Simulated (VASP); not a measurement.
The system is ZnS.

```
CELL_PARAMETERS angstrom
3.73418 0.00000 0.00000
-1.86709 3.23390 0.00000
0.00000 0.00000 18.30845
ATOMIC_POSITIONS crystal
Zn 0.33333 0.66667 0.83333
Zn 0.66667 0.33333 0.33333
Zn 0.66667 0.33333 0.66667
Zn 0.33333 0.66667 0.16667
Zn 0.00000 0.00000 0.50000
Zn 0.00000 0.00000 0.00000
S 0.33333 0.66667 0.95833
S 0.66667 0.33333 0.45833
S 0.66667 0.33333 0.79167
S 0.33333 0.66667 0.29167
S 0.00000 0.00000 0.62500
S 0.00000 0.00000 0.12500
```

Base run:

| Property | Result |
| --- | --- |
| Program | VASP 6.6.1 |
| Functional | PBE exchange alone |
| Potentials or basis | VASP PAW PBE potentials, release 64 (Zn, S) |
| Cutoff | 520 eV |
| k mesh | 8 × 8 × 2 |
| Occupations | fermi-dirac, width 0.05 eV |
| Spin | no spin polarisation |

Its results: band gap on the k mesh 2.51 eV; pressure 19.6 GPa; largest force 0.056 eV/Å.

Q: The run is repeated on the same cell with these changes: functional from PBE exchange alone to RPBE; dispersion from none to D3(BJ). What comes out?

A: Band gap on the k mesh 2.61 eV; pressure -1.1 GPa; largest force 0.022 eV/Å.

Several settings changed at once.

Caveats: the cell stands under pressure (at least some runs); the dispersion term is far too large for a dense solid, which distorts pressure and volume (at least some runs); the PAW data sets were made with another functional, which shifts forces and pressure a little (at least some runs).

A k mesh can miss the band edges.
